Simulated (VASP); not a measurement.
Runs of VASP 6.6.1 on Cr. The structure is that of space group Pm-3m (No. 221), or close to it. The cells are those of the table. This isn't the form of Cr at room conditions, which is bcc.

| cell | gap on the mesh (eV) | pressure (GPa) | moment (μB) |
| --- | --- | --- | --- |
| a = 3.615 Å, angles 60.0°, 2 atoms | none | (a) | 0.00 |
| a = 3.661 Å, angles 60.0°, 2 atoms | none | -3.6 | 0.00 |
| a = 3.705 Å, angles 60.0°, 2 atoms | none | -5.0 | 0.00 |
| a = 3.568 Å, angles 60.0°, 2 atoms | none | 0.1 | 0.00 |

Alike in all rows: task single point; level r2SCAN; potentials or basis VASP PAW PBE potentials, release 64 (Cr_pv); spin collinear, antiferromagnetic start; k mesh 12 × 12 × 12; cutoff (eV) 550; smearing fermi-dirac 0.05 eV.

Q: Fill in the values left out.

A: (a) -1.9.

Caveats: the antiferromagnetic order is the one typed at the start, and another may lie lower; the PAW data sets were made with another functional, which shifts forces and pressure a little; the cell stands under tension (at least some runs).

A gap of «none» marks levels without a gap at the run's occupations.
